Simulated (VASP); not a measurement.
Here is a VASP 6.6.1 calculation.

The input INCAR:

```
SYSTEM = Sr
PREC = Accurate ; ENCUT = 500
EDIFF = 1E-6 ; ISMEAR = 0
SIGMA = 0.1 ; LREAL = .FALSE.
LASPH = .TRUE. ; NELM = 200
ALGO = Normal ; ISIF = 2
LWAVE = .FALSE. ; LCHARG = .FALSE.
ISPIN = 2 ; MAGMOM = 1
LORBIT = 11 ; GGA = PE
NBANDS = 15 ; GGA_COMPAT = .FALSE.
```

KPOINTS

```
regular mesh
0
G
  4 4 4
  0 0 0
```

The input POSCAR:

```
Sr
1.0
   -2.4250000000      2.4250000000      2.4250000000
    2.4250000000     -2.4250000000      2.4250000000
    2.4250000000      2.4250000000     -2.4250000000
Sr
1
Direct
    0.9670000000      0.8480000000      0.7120000000
```

Potentials or basis: VASP PAW PBE potentials, release 64 (Sr_sv).

Run with:

```sh
$ cat potpaw_PBE.64/Sr_sv/POTCAR > POTCAR
$ mpirun -np 1 vasp_std > vasp.out
```

Task: Predict the net moment.

Result: 0.40 μB per cell.

Task: Estimate the pressure.

Result: -0.6 GPa.

Task: Predict the site moments.

Result: Sr +0.07 μB.

Caveat: the k points lie up to 0.46 Å⁻¹ apart.
